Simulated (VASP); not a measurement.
# AlN in VASP: notebook

Runs on AlN. Level: PBE. Tasks: single point.

All numbers are computed with VASP 6.6.1; they aren't measurements. Logs are shortened: lines on timing, memory, paths and dates and some standing lists are left out, and cuts for length are marked.

## (1) The cell of the first run

The structure is hexagonal, space group P6_3mc (No. 186). Conventional cell: a = 3.286 Å, b = 3.286 Å, c = 4.153 Å, α = 90.00°, β = 90.00°, γ = 120.00°. Al (site symmetry 3m) has 5 N at 1.90 to 2.17 Å within 2.5 Å. Within 2.5 Å of N (site symmetry 3m) lie 5 Al at 1.90 to 2.17 Å.

## (2) Single point, PBE

File INCAR:

```
SYSTEM = AlN
PREC = Accurate
ENCUT = 520
EDIFF = 1E-6
ISMEAR = 0
SIGMA = 0.05
LREAL = .FALSE.
LASPH = .TRUE.
NELM = 100
ALGO = Normal
ISIF = 2
LWAVE = .FALSE.
LCHARG = .FALSE.
GGA = PE
NBANDS = 16
```

File KPOINTS:

```
Automatic mesh
0
G
  9 9 6
  0 0 0
```

File POSCAR:

```
AlN
1.0
    3.2859774621      0.0000000000      0.0000000000
   -1.6429887310      2.8457399585      0.0000000000
    0.0000000000      0.0000000000      4.1528332427
Al N
2 2
Direct
    0.3333333333      0.6666666667      0.7576365105
    0.6666666667      0.3333333333      0.2576365105
    0.3333333333      0.6666666667      0.2352898692
    0.6666666667      0.3333333333      0.7352898692
```

Potentials or basis: VASP PAW PBE potentials, release 64 (Al, N).

Started as:

```bash
> cat potpaw_PBE.64/Al/POTCAR potpaw_PBE.64/N/POTCAR > POTCAR
> mpirun -np 1 vasp_std > vasp.out
```

OUTCAR:

```text
SYSTEM = AlN
   PREC = Accurate
   ENCUT = 520
   EDIFF = 1E-6
   ISMEAR = 0
   LREAL = .FALSE.
   LASPH = .TRUE.
   NELM = 100
   ISIF = 2
   GGA = PE

 ion  position               nearest neighbor table
   1  0.333  0.667  0.758-   4 1.90   4 1.90   4 1.90   3 1.98   3 2.17   2 2.81   2 2.81   2 2.81
                             2 2.81   2 2.81   2 2.81
   2  0.667  0.333  0.258-   3 1.90   3 1.90   3 1.90   4 1.98   4 2.17   1 2.81   1 2.81   1 2.81
                             1 2.81   1 2.81   1 2.81
   3  0.333  0.667  0.235-   2 1.90   2 1.90   2 1.90   1 1.98   1 2.17
   4  0.667  0.333  0.735-   1 1.90   1 1.90   1 1.90   2 1.98   2 2.17

  LATTYP: Found a hexagonal cell.
 ALAT       =     3.2859774621
 C/A-ratio  =     1.2638045424

  Lattice vectors:

 A1 = (   3.2859774621,   0.0000000000,   0.0000000000)
 A2 = (  -1.6429887310,   2.8457399585,   0.0000000000)
 A3 = (   0.0000000000,   0.0000000000,   4.1528332427)

Analysis of symmetry for initial positions (statically):
=====================================================================
 Subroutine PRICEL returns:
 Original cell was already a primitive cell.

 Routine SETGRP: Setting up the symmetry group for a
 hexagonal supercell.

 Subroutine GETGRP returns: Found 12 space group operations
 (whereof  6 operations were pure point group operations)
 out of a pool of 24 trial point group operations.

The static configuration has the point symmetry C_3v.
 The point group associated with its full space group is C_6v.

Analysis of symmetry for dynamics (positions and initial velocities):
=====================================================================
 Subroutine PRICEL returns:
 Original cell was already a primitive cell.

 Routine SETGRP: Setting up the symmetry group for a
 hexagonal supercell.

 Subroutine GETGRP returns: Found 12 space group operations
 (whereof  6 operations were pure point group operations)
 out of a pool of 24 trial point group operations.

The dynamic configuration has the point symmetry C_3v.
 The point group associated with its full space group is C_6v.

 Subroutine INISYM returns: Found 12 space group operations
 (whereof  6 operations are pure point group operations),
 and found     1 'primitive' translations

----------------------------------------------------------------------------------------

[... 91 lines left out ...]
   LNONCOLLINEAR =      F non collinear calculations
   LSORBIT =      F    spin-orbit coupling
   LASPH  =      T    aspherical Exc in radial PAW
   ENCUT  =  520.0 eV  38.22 Ry    6.18 a.u.   6.11  6.11  7.72*2*pi/ulx,y,z
   NELM   =    100;   NELMIN=  2; NELMDL= -5     # of ELM steps
   EDIFF  = 0.1E-05   stopping-criterion for ELM
   LREAL  =      F    real-space projection
   EDIFFG = 0.1E-04   stopping-criterion for IOM
   NSW    =      0    number of steps for IOM
   IBRION =     -1    ionic relax: 0-MD 1-quasi-New 2-CG
   NFREE  =      0    steps in history (QN), initial steepest desc. (CG)
   ISIF   =      2    stress and relaxation
   ISYM   =      2    0-nonsym 1-usesym 2-fastsym
   POTIM  = 0.5000    time-step for ionic-motion
   TEBEG  =    0.0;   TEEND  =   0.0 temperature during run
   PSTRESS=    0.0 pullay stress
   NELECT =      16.0000    total number of electrons
   NUPDOWN=      -1.0000    fix difference up-down
   EMIN   =  10.00;   EMAX   =-10.00  energy-range for DOS
   EFERMI =   0.00;   METHOD = LEGACY
   ISMEAR =     0;   SIGMA  =   0.05  broadening in eV -4-tet -1-fermi 0-gaus
   EFERMI_NEDOS =   21; number of points for ismear=-14 and -15
   IALGO  =     38    algorithm
   IMIX   =      4    mixing-type and parameters
     AMIX     =   0.40;   BMIX     =  1.00
     AMIX_MAG =   1.60;   BMIX_MAG =  1.00
  volume/ion in A,a.u.               =       9.71        65.52
  Fermi-wavevector in a.u.,A,eV,Ry     =   1.218185  2.302037 20.190715  1.483976
  Thomas-Fermi vector in A             =   2.353480
   LORBIT       =      0    0 simple, 1 ext, 2 COOP (PROOUT), +10 PAW based schemes
   GGA     = PE    functional components
   LHFCALC =     F    Hartree Fock is set to
   AEXX    =    0.0000 exact exchange contribution
   IVDW    =     0    specifies the selected vdW correction
   LEPSILON=     F    determine dielectric tensor
   LRPA    =     F    only Hartree local field effects (RPA)
 non-spin polarized calculation
 Gauss-broadening in eV      SIGMA  =   0.05
  energy-cutoff  :      520.00
  volume of cell :       38.83
 maximum number of plane-waves:      1068
   NGX = 13   NGY = 13   NGZ = 15

 number of electron      15.9999999 magnetization

 Free energy of the ion-electron system (eV)
  ---------------------------------------------------
  ext. energy  EPLUGINS =         0.00000000
  ---------------------------------------------------
  free energy    TOTEN  =       -29.28463176 eV

  energy without entropy =      -29.28463176  energy(sigma->0) =      -29.28463176

 E-fermi :   8.4697     XC(G=0): -11.2652

 val. band max:        8.1734989108   @ k =   0.0000   0.0000   0.0000
 cond. band min:      11.6647490257   @ k =   0.0000   0.0000   0.0000
 fundamental gap:      3.4912501149
 Fermi energy:         8.4697465343

 k-point     1 :       0.0000    0.0000    0.0000
  band No.  band energies     occupation
      1      -8.7547      2.00000
      2      -5.0242      2.00000
      3       1.2210      2.00000
      4       4.8884      2.00000
      5       4.8884      2.00000
      6       6.5700      2.00000
[... 433 lines left out ...]
      3       1.5688      2.00000
      4       2.5819      2.00000
      5       2.5819      2.00000
      6       5.1400      2.00000
[... 8 lines left out ...]
     15      19.6027      0.00000
     16      21.5421      0.00000

 [... further k-points ...]
[... 5 lines left out ...]
  --------------------------------------------------------------------------------------
  -------------------------------------------------------------------------------------
  Total        1.2088568      1.2088568      1.9773202      0.0000000      0.0000000      0.0000000
  in kB       49.8747986     49.8747986     81.5799253      0.0000000      0.0000000      0.0000000
  external PRESSURE =      60.4431742 kB  Pullay stress =       0.0000000 kB

 VOLUME and BASIS-vectors are now :
 -----------------------------------------------------------------------------
  energy-cutoff  :      520.00
  volume of cell :       38.83
      direct lattice vectors                 reciprocal lattice vectors
     3.285977462  0.000000000  0.000000000     0.304323451  0.175701226  0.000000000
    -1.642988731  2.845739958  0.000000000     0.000000000  0.351402452  0.000000000
     0.000000000  0.000000000  4.152833243     0.000000000  0.000000000  0.240799459

 POSITION                                       TOTAL-FORCE (eV/Angst)
 -----------------------------------------------------------------------------------
     -0.00000      1.89716      3.14634         0.000000      0.000000     -0.221770
      1.64299      0.94858      1.06992        -0.000000     -0.000000     -0.221770
     -0.00000      1.89716      0.97712         0.000000     -0.000000      0.221770
      1.64299      0.94858      3.05354        -0.000000     -0.000000      0.221770
 -----------------------------------------------------------------------------------
    total drift:                                0.000000      0.000000      0.000423

  FREE ENERGIE OF THE ION-ELECTRON SYSTEM (eV)
  ---------------------------------------------------
  free  energy   TOTEN  =       -29.2846317589 eV

  energy  without entropy=      -29.2846317589  energy(sigma->0) =      -29.28463176
```

OSZICAR:

```text
N       E                     dE             d eps       ncg     rms          rms(c)
DAV:   1     0.416409311962E+02    0.41641E+02   -0.74011E+03  1552   0.899E+02
DAV:   2    -0.306553622774E+02   -0.72296E+02   -0.65891E+02  2256   0.190E+02
DAV:   3    -0.338727687536E+02   -0.32174E+01   -0.32077E+01  1856   0.407E+01
DAV:   4    -0.338914609401E+02   -0.18692E-01   -0.18690E-01  1864   0.352E+00
DAV:   5    -0.338917204676E+02   -0.25953E-03   -0.25953E-03  1896   0.414E-01    0.119E+01
DAV:   6    -0.293078014981E+02    0.45839E+01   -0.91566E+00  1968   0.228E+01    0.397E+00
DAV:   7    -0.293045922501E+02    0.32092E-02   -0.74508E-01  1760   0.606E+00    0.290E+00
DAV:   8    -0.292925631023E+02    0.12029E-01   -0.86138E-02  1648   0.253E+00    0.855E-01
DAV:   9    -0.292841577584E+02    0.84053E-02   -0.17639E-02  1920   0.106E+00    0.276E-01
DAV:  10    -0.292847288526E+02   -0.57109E-03   -0.30459E-03  1768   0.364E-01    0.157E-01
DAV:  11    -0.292846289739E+02    0.99879E-04   -0.22211E-04  1760   0.120E-01    0.391E-02
DAV:  12    -0.292846323338E+02   -0.33599E-05   -0.13529E-05  1776   0.294E-02    0.114E-02
DAV:  13    -0.292846317589E+02    0.57488E-06   -0.59236E-06  1824   0.187E-02
   1 F= -.29284632E+02 E0= -.29284632E+02  d E =-.329476E-19
```

It took 14 s on 1 thread of Intel Xeon Platinum 8259CL at 2.50GHz (Skylake/Cascade Lake), shared host; peak memory 0.15 GiB.

What came out:

- Free energy: -29.2846 eV
- Pressure: 6.0 GPa
- Largest force: 0.222 eV/Å
- Band gap on the k mesh: 3.49 eV, direct

Forces in eV/Å, atoms in the order of the input:
```
Al   0.000  0.000 -0.222
Al   0.000  0.000 -0.222
N    0.000  0.000  0.222
N    0.000  0.000  0.222
```

Stress tensor (GPa, compression positive):
```
4.99 0.00 0.00
0.00 4.99 0.00
0.00 0.00 8.16
```

A hybrid or GW would open this gap; PBE tends to underestimate it.

(Continued in part 2 of 2.)
